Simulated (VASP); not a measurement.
Here is a VASP 6.6.1 calculation.

File INCAR:

```
SYSTEM = MgH2
PREC     = Accurate       ! precision mode
ENCUT    = 520            ! plane-wave cutoff, eV
EDIFF    = 1E-6           ! SCF threshold, eV
ISMEAR   = 0              ! smearing method
SIGMA    = 0.01           ! smearing width, eV
LREAL    = .False.        ! projectors in reciprocal space
LASPH    = .True.         ! aspherical terms in the spheres
NELM     = 80             ! most SCF steps
ALGO     = Normal         ! electronic algorithm
ISIF     = 2              ! what is computed and relaxed
LWAVE    = .False.        ! write WAVECAR
LCHARG   = .True.         ! write CHGCAR
GGA      = CA             ! functional
LELF     = .True.         ! ELF
LVHAR    = .True.       
NBANDS   = 13             ! bands
```

File KPOINTS:

```
regular mesh
0
Gamma
  6 6 8
  0 0 0
```

Contents of POSCAR:

```
MgH2
1.0
    4.4849452995      0.0000000000      0.0000000000
    0.0000000000      4.4849452995      0.0000000000
    0.0000000000      0.0000000000      2.9964065034
Mg H
2 4
Direct
    0.0000000000      0.0000000000      0.0000000000
    0.5000000000      0.5000000000      0.5000000000
    0.3046827735      0.3046827735      0.0000000000
    0.1953172265      0.8046827735      0.5000000000
    0.6953172265      0.6953172265      0.0000000000
    0.8046827735      0.1953172265      0.5000000000
```

Potentials or basis: VASP PAW LDA potentials, release 64 (Mg, H).

Run with:

```bash
$ cat potpaw_LDA.64/Mg/POTCAR potpaw_LDA.64/H/POTCAR > POTCAR
$ mpirun -np 1 vasp_std > vasp.out
```

Predict the pressure.

-2.2 GPa.

What does it give for the band gap on the k mesh?

3.47 eV, indirect (least direct gap 4.27 eV).

Stress tensor (GPa, compression positive):
```
-2.13  0.00  0.00
 0.00 -2.13  0.00
 0.00  0.00 -2.26
```

A k mesh can miss the band edges. LDA gaps usually lie below the measured ones, often by a third to a half.
